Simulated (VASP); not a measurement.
SnO2: single point with PBEsol

SnO2:

```
Sn O
1.0
    -5.34100    5.34100    1.59850
     5.34100   -5.34100    1.59850
     5.34100    5.34100   -1.59850
Sn O
4 8
Direct
  0.34922 0.83402 0.18324
  0.83402 0.65078 0.48480
  0.16598 0.34922 0.51520
  0.65078 0.16598 0.81676
  0.20918 0.15592 0.36510
  0.84408 0.20918 0.05326
  0.79082 0.84408 0.63490
  0.15592 0.79082 0.94674
  0.16025 0.54117 0.70143
  0.54117 0.83975 0.38092
  0.45883 0.16025 0.61908
  0.83975 0.45883 0.29857
```

| Property | Result |
| --- | --- |
| Program | VASP 6.6.1 |
| Task | single point |
| Functional | PBEsol |
| Potentials or basis | VASP PAW PBE potentials, release 64 (Sn_d, O) |
| Cutoff | 520 eV |
| k mesh | 7 × 7 × 7 |
| Occupations | fermi-dirac, width 0.05 eV |
| Spin | no spin polarisation |
| Dipole correction | no |
| Further INCAR settings | ALGO = Normal; EDIFF = 1e-06; NBANDS = 64 |

```
Pressure               : 0.5 GPa
Largest force          : 0.054 eV/Å
Band gap on the k mesh : 1.89 eV (least direct gap 2.08 eV)
```

Forces in eV/Å, atoms in the order of the input:
```
Sn   0.006  0.004  0.000
Sn  -0.004  0.006  0.000
Sn   0.004 -0.006  0.000
Sn  -0.006 -0.004  0.000
O   -0.031 -0.044  0.000
O   -0.044  0.031  0.000
O    0.031  0.044  0.000
O    0.044 -0.031  0.000
O   -0.009 -0.004  0.000
O    0.004 -0.009  0.000
O   -0.004  0.009  0.000
O    0.009  0.004  0.000
```

Stress tensor (GPa, compression positive):
```
0.43 0.00 0.00
0.00 0.43 0.00
0.00 0.00 0.69
```

Levels at points of the mesh, in eV from the valence-band top:
```
           k point  band 49  band 50  band 51  band 52  band 53  band 54  band 55  band 56
(0.00, 0.00, 0.00)    -0.50    -0.21    -0.21    -0.19     1.89     4.87     4.87     5.29
```

It took 19 min on 1 thread of Intel(R) Xeon(R) Platinum 8259CL CPU @ 2.50GHz (Skylake/Cascade Lake), with other jobs on the host, peak memory 0.76 GiB.

Caveat: the PAW data sets were made with another functional, which shifts forces and pressure a little; spin-orbit coupling is left out, which moves the levels of the heavy elements. A k mesh can miss the band edges.
